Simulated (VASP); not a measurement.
Here is a VASP 6.6.1 calculation.

File POSCAR:

```
Mo
1.0
    2.7744731822      0.0000000000      0.0000000000
   -1.3872365911      2.4027642579      0.0000000000
    0.0000000000      0.0000000000      4.9838387872
Mo
2
Direct
    0.3333333333      0.6666666667      0.2500000000
    0.6666666667      0.3333333333      0.7500000000
```

File INCAR.step1:

```
PREC = Accurate ; ENCUT = 520
ISMEAR = -1 ; SIGMA = 0.1
LREAL = F ; LASPH = T
NELM = 80 ; NBANDS = 21
GGA = PE ; ALGO = Normal
EDIFF = 1E-4 ; LWAVE = T
LCHARG = F
```

Contents of INCAR.step2:

```
PREC = Accurate ; ENCUT = 520
EDIFF = 1E-7 ; ISMEAR = -1
SIGMA = 0.1 ; LREAL = F
LASPH = T ; NELM = 80
ALGO = Normal ; ISIF = 2
LWAVE = F ; LCHARG = F
METAGGA = R2SCAN ; LMIXTAU = T
NBANDS = 21 ; ISTART = 1
```

Contents of KPOINTS:

```
Automatic mesh
0
Gamma
  15 15 7
```

Potentials or basis: VASP PAW PBE potentials, release 64 (Mo_sv).

Run with:

```bash
$ cat potpaw_PBE.64/Mo_sv/POTCAR > POTCAR
$ cp INCAR.step1 INCAR
$ mpirun -np 1 vasp_std > vasp.out
$ cp INCAR.step2 INCAR
$ mpirun -np 1 vasp_std > vasp.out
```

Task: Estimate the pressure.

Result: -8.2 GPa.

Task: Estimate the band gap on the k mesh.

Result: Zero (bands 14 and 15 overlap by 1.70 eV).

Stress tensor (GPa, compression positive):
```
-8.94  0.00  0.00
 0.00 -8.94  0.00
 0.00  0.00 -6.84
```

Caveat: the cell stands under tension; the PAW data sets were made with another functional, which shifts forces and pressure a little.
